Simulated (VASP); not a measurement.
The system is Sc3W.

```xyz
4
Lattice="4.4781 0.0000 0.0000 0.0000 4.4781 0.0000 0.0000 0.0000 4.4781" Properties=species:S:1:pos:R:3 pbc="T T T"
Sc    2.2390    0.0000    2.2390
Sc    0.0000    2.2390    2.2390
Sc    2.2390    2.2390    0.0000
W     0.0000    0.0000    0.0000
```

The cell was built from a structure type or drawn by symmetry, and may not be a known phase.

| Quantity | Value |
| --- | --- |
| Program | VASP 6.6.1 |
| Task | relaxation of cell and atoms |
| Functional | PBE |
| Potentials or basis | VASP PAW PBE potentials, release 64 (Sc_sv, W_sv) |
| Cutoff | 600 eV |
| k mesh | 4 × 4 × 4 |
| Occupations | gaussian, width 0.1 eV |
| Spin | no spin polarisation |

At the start: pressure -5.8 GPa; volume 22.45 Å³/atom.

How do energy, volume and symmetry change on relaxing?

Over 3 steps the energy falls by 30.3 meV/atom and the volume is 20.87 Å³/atom (-7.1 %); space group Pm-3m (No. 221, to 0.1 Å) before and after.

The path:
| step | energy change (eV) | largest force (eV/Å) | pressure (GPa) | volume (Å³) |
| --- | --- | --- | --- | --- |
| 1 | 0.0000 | 0.0000 | -5.79 | 89.80 |
| 2 | -0.0700 | 0.0000 | 4.49 | 79.67 |
| 3 | -0.1212 | 0.0000 | -0.02 | 83.46 |

Final structure:
```yaml
crystal:
  lattice:
    - [4.37017, 0.00000, 0.00000]
    - [0.00000, 4.37017, 0.00000]
    - [0.00000, 0.00000, 4.37017]
  atoms:
    - { symbol: Sc, position: [0.50000, 0.00000, 0.50000] }
    - { symbol: Sc, position: [0.00000, 0.50000, 0.50000] }
    - { symbol: Sc, position: [0.50000, 0.50000, 0.00000] }
    - { symbol: W, position: [0.00000, 0.00000, 0.00000] }
```
